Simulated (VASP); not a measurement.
Here is a VASP 6.6.1 calculation.

The input INCAR:

```
PREC = Accurate
ENCUT = 600
EDIFF = 1E-6
ISMEAR = -1
SIGMA = 0.05
LREAL = False
LASPH = True
NELM = 100
ALGO = Normal
ISIF = 3
LWAVE = False
LCHARG = False
GGA = CA
IBRION = 2
NSW = 70
EDIFFG = -0.005
```

Contents of KPOINTS:

```
regular mesh
0
Gamma
  12 12 12
```

The input POSCAR:

```
SbAs
1.0
    2.0127500000      1.1620617543      3.6123333333
   -2.0127500000      1.1620617543      3.6123333333
    0.0000000000     -2.3241235086      3.6123333333
Sb As
1 1
Direct
    0.5000000000      0.5000000000      0.5000000000
    0.0000000000      0.0000000000      0.0000000000
```

Potentials or basis: VASP PAW LDA potentials, release 64 (Sb, As).

The run is started by

```console
$ cat potpaw_LDA.64/Sb/POTCAR potpaw_LDA.64/As/POTCAR > POTCAR
$ mpirun -np 1 vasp_std > vasp.out
```

Q: Predict the space group after relaxing (to 0.05 Å).

A: Fm-3m (No. 225).

Q: Predict the band gap on the k mesh.

A: Zero (band 5 reaches 7.53 eV, above the bottom of band 6 at 6.96 eV).

Final structure:
```
Sb As
1.0
     2.02610    1.16977    3.31121
    -2.02610    1.16977    3.31121
     0.00000   -2.33954    3.31121
Sb As
1 1
Cartesian
  0.0000 0.0000 4.9668
  -2.0261 -1.1698 6.6224
```

Caveat: spin-orbit coupling is left out, which moves the levels of the heavy elements. Zero-point motion and thermal expansion aren't in these numbers.
